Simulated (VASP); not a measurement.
# Bi: elastic constants with PBE

The system is Bi.

```
Bi
1.0
     3.43855    0.00000    0.00000
    -1.71927    2.97787    0.00000
     0.00000    0.00000    3.30043
Bi
1
Direct
  0.00000 0.00000 0.50000
```

This isn't the form of Bi at room conditions, which is rhombohedral.

```yaml
Program: VASP 6.6.1
Task: elastic constants
Functional: PBE
Potentials_or_basis: VASP PAW PBE potentials, release 64 (Bi_d)
Cutoff: 600 eV
k_mesh: 18 × 18 × 16
Occupations: fermi-dirac, width 0.15 eV
Spin: no spin polarisation
Dipole_correction: no
Ions_in_elastic_constants: relaxed
Further_INCAR_settings: ALGO = Fast; EDIFF = 1e-08; IBRION = 6; POTIM = 0.015; NSW = 1; ISIF = 3
```

```yaml
Voigt_bulk_modulus: 49 GPa
```

Elastic tensor in Voigt notation (GPa, in the Cartesian axes of the cell as first typed):
```
 87  51  10   0   0   0
 51  87  10   0   0   0
 10  10 120   0   0   0
  0   0   0   7   0   0
  0   0   0   0   7   0
  0   0   0   0   0  18
```

Clamped-ion elastic tensor (GPa):
```
 87  51  10   0   0   0
 51  87  10   0   0   0
 10  10 120   0   0   0
  0   0   0   7   0   0
  0   0   0   0   7   0
  0   0   0   0   0  18
```

It took 46 min on 4 MPI ranks on Oxide Virtual Turin-like Processor, on a shared host, peak memory 1.1 GiB a rank.
